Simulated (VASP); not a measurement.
Write the native input for VASP 6.6.1 that does the following.

```
Task                   : relaxation of cell and atoms
Functional             : PBE
Potentials or basis    : VASP PAW PBE potentials, release 64 (Pr_3, H, Ir), 4f in core
Cutoff                 : 500 eV
k mesh                 : 16 × 16 × 8
Occupations            : gaussian, width 0.1 eV
Spin                   : no spin polarisation
Dipole correction      : no
Mended                 : yes
Further INCAR settings : ALGO = Normal; EDIFF = 1e-07; IBRION = 2; EDIFFG = -0.01; NSW = 100; ISIF = 3
```

The structure of PrH2Ir lies in POSCAR:

```
PrH2Ir
1.0
    1.7471860168     -2.7967699287      0.0000000000
    1.7471860168      2.7967699287      0.0000000000
    0.0000000000      0.0000000000      5.8004503461
Pr H Ir
1 2 1
Direct
    0.0000000000      0.0000000000      0.5000000000
    0.6632032112      0.3367967888      0.0000000000
    0.3367967888      0.6632032112      0.0000000000
    0.0000000000      0.0000000000      0.0000000000
```

The cell was built from a structure type or drawn by symmetry, and may not be a known phase.

These files were run (other wordings do the same):

INCAR

```
ALGO = Normal
EDIFF = 1E-7
EDIFFG = -0.01
ENCUT = 500
GGA = PE
GGA_COMPAT = F
IBRION = 2
ISIF = 3
ISMEAR = 0
LASPH = T
LCHARG = F
LMAXMIX = 6
LREAL = F
LWAVE = F
NELM = 200
NELMIN = 4
NSW = 100
PREC = Accurate
SIGMA = 0.1
```

KPOINTS

```
k-points
0
Gamma
  16 16 8
```

Potentials or basis: VASP PAW PBE potentials, release 64 (Pr_3, H, Ir), 4f in core.

Command:

```bash
$ cat potpaw_PBE.64/Pr_3/POTCAR potpaw_PBE.64/H/POTCAR potpaw_PBE.64/Ir/POTCAR > POTCAR
$ mpirun -np 1 vasp_std > vasp.out
```

Results of the run:

* Energy gained by relaxing: 1.4 meV/atom
* Ionic steps: 12
* Pressure after relaxing: -0.1 GPa
* Largest force after relaxing: 0.003 eV/Å
* Band gap on the k mesh: zero (bands 11 and 12 overlap by 1.69 eV)

Caveat: spin-orbit coupling is left out, which moves the levels of the heavy elements; the 4f electrons are frozen in the core, so they carry no moment and show no levels.

Run time: 12 min on 1 thread of Intel(R) Xeon(R) 6975P-C (Granite Rapids), on a shared host, peak memory 0.49 GiB.
